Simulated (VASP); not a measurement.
Runs of VASP 6.6.1 on CsV3. The structure is that of space group Pm-3m (No. 221), or close to it. The cells are those of the table. 

```csv
task,spin,cell,k mesh,cutoff (eV),gap on the mesh (eV),pressure (GPa),relaxed volume (Å³/atom)
single point,off,"a = 4.116 Å, 4 atoms",4 × 4 × 4,520,none,1.4,-
relaxation of cell and atoms,off,"relaxed from a = 4.116 Å, 4 atoms",12 × 12 × 12,600,none,0.1,17.78
single point,"collinear, ferromagnetic start","a = 4.349 Å, 4 atoms",4 × 4 × 4,520,none,(a),-
single point,off,"a = 4.120 Å, 4 atoms",12 × 12 × 12,520,none,1.4,-
relaxation of cell and atoms,off,"relaxed from a = 4.349 Å, 4 atoms",4 × 4 × 4,600,none,0.0,17.70
```

Alike in all rows: level PBE; potentials or basis VASP PAW PBE potentials, release 64 (Cs_sv, V_sv); smearing gaussian 0.1 eV.

Q: Estimate the missing entries.

A: (a) -8.8.

Caveats: some runs use coarse meshes; spin-orbit coupling is left out, which moves the levels of the heavy elements; the moments typed at the start vanished in this run (at least some runs).

A k mesh can miss the band edges, and the runs leave out spin-orbit coupling on Cs.

A gap of «none» marks levels without a gap at the run's occupations.
